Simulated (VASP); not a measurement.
Input of a VASP 6.6.1 run:

The input POSCAR:

```
Al3Cu
1.0
    2.7321741500      0.0000000000      0.0000000000
    0.0000000000      2.7321741500      0.0000000000
    0.0000000000      0.0000000000      7.3641072206
Al Cu
3 1
Direct
    0.0000000000      0.0000000000      0.5000000000
    0.5000000000      0.5000000000      0.2226430005
    0.5000000000      0.5000000000      0.7773569995
    0.0000000000      0.0000000000      0.0000000000
```

The input INCAR.step1:

```
  PREC = Accurate
  ENCUT = 520
  ISMEAR = 0
  SIGMA = 0.15
  LREAL = False
  LASPH = True
  NELM = 100
  NBANDS = 18
  GGA = PE
  ALGO = Normal
  EDIFF = 1E-4
  LWAVE = True
  LCHARG = False
```

Contents of INCAR.step2:

```
  PREC = Accurate
  ENCUT = 520
  EDIFF = 1E-6
  ISMEAR = 0
  SIGMA = 0.15
  LREAL = False
  LASPH = True
  NELM = 100
  ALGO = Normal
  ISIF = 2
  LWAVE = False
  LCHARG = True
  METAGGA = R2SCAN
  LMIXTAU = True
  LELF = True
  LVHAR = True
  NBANDS = 18
  ISTART = 1
```

KPOINTS

```
regular mesh
0
Gamma
  18 18 6
```

Potentials or basis: VASP PAW PBE potentials, release 64 (Al, Cu).

Command:

```sh
$ cat potpaw_PBE.64/Al/POTCAR potpaw_PBE.64/Cu/POTCAR > POTCAR
$ cp INCAR.step1 INCAR
$ mpirun -np 1 vasp_std > vasp.out
$ cp INCAR.step2 INCAR
$ mpirun -np 1 vasp_std > vasp.out
```

Estimate the largest force.

0.178 eV/Å.

Estimate the pressure.

7.3 GPa.

Estimate the band gap on the k mesh.

zero (bands 10 and 11 overlap by 6.90 eV).

Stress tensor (GPa, compression positive):
```
6.58 0.00 0.00
0.00 6.58 0.00
0.00 0.00 8.62
```

Caveat: the cell differs from its parent crystal (strain -0.015 along x and y, -0.030 along z); the cell stands under pressure; the PAW data sets were made with another functional, which shifts forces and pressure a little.
